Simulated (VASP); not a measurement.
A run of VASP 6.6.1 is set up as follows.

The input INCAR:

```
SYSTEM = CO2
PREC = Accurate
ENCUT = 520
EDIFF = 1E-6
ISMEAR = 0
SIGMA = 0.05
LREAL = .FALSE.
LASPH = .TRUE.
NELM = 60
ALGO = Normal
ISIF = 2
LWAVE = .FALSE.
LCHARG = .TRUE.
GGA = PE
LELF = .TRUE.
LVHAR = .TRUE.
NBANDS = 44
```

KPOINTS

```
Automatic mesh
0
G
  4 4 4
  0 0 0
```

The input POSCAR:

```
CO2
1.0
    6.0895829377      0.0000000000      0.0000000000
    0.0000000000      6.0895829377      0.0000000000
    0.0000000000      0.0000000000      5.8027635813
C O
4 8
Direct
    0.0000000000      0.0000000000      0.0000000000
    0.5000000000      0.0000000000      0.5000000000
    0.5000000000      0.5000000000      0.0000000000
    0.0000000000      0.5000000000      0.5000000000
    0.1114834447      0.1114834447      0.1114834447
    0.3885165553      0.8885165553      0.6114834447
    0.6114834447      0.3885165553      0.8885165553
    0.8885165553      0.6114834447      0.3885165553
    0.8885165553      0.8885165553      0.8885165553
    0.6114834447      0.1114834447      0.3885165553
    0.3885165553      0.6114834447      0.1114834447
    0.1114834447      0.3885165553      0.6114834447
```

Potentials or basis: VASP PAW PBE potentials, release 64 (C, O).

Command:

```console
$ cat potpaw_PBE.64/C/POTCAR potpaw_PBE.64/O/POTCAR > POTCAR
$ mpirun -np 1 vasp_std > vasp.out
```

Estimate the pressure.

4.3 GPa.

Predict the largest force.

1.964 eV/Å.

Forces in eV/Å, atoms in the order of the input:
```
C    0.000  0.000  0.000
C    0.000  0.000  0.000
C    0.000  0.000  0.000
C    0.000  0.000  0.000
O    1.152  1.146  1.103
O   -1.152 -1.146  1.103
O    1.152 -1.146 -1.103
O   -1.152  1.146 -1.103
O   -1.152 -1.146 -1.103
O    1.152  1.146 -1.103
O   -1.152  1.146  1.103
O    1.152 -1.146  1.103
```

Caveat: the cell stands under pressure; this functional lacks dispersion, which holds the molecules together, so the pressure and a relaxed volume are unreliable; forces of over 1 eV/Å act on the atoms, so gaps and moduli don't describe the material at rest.
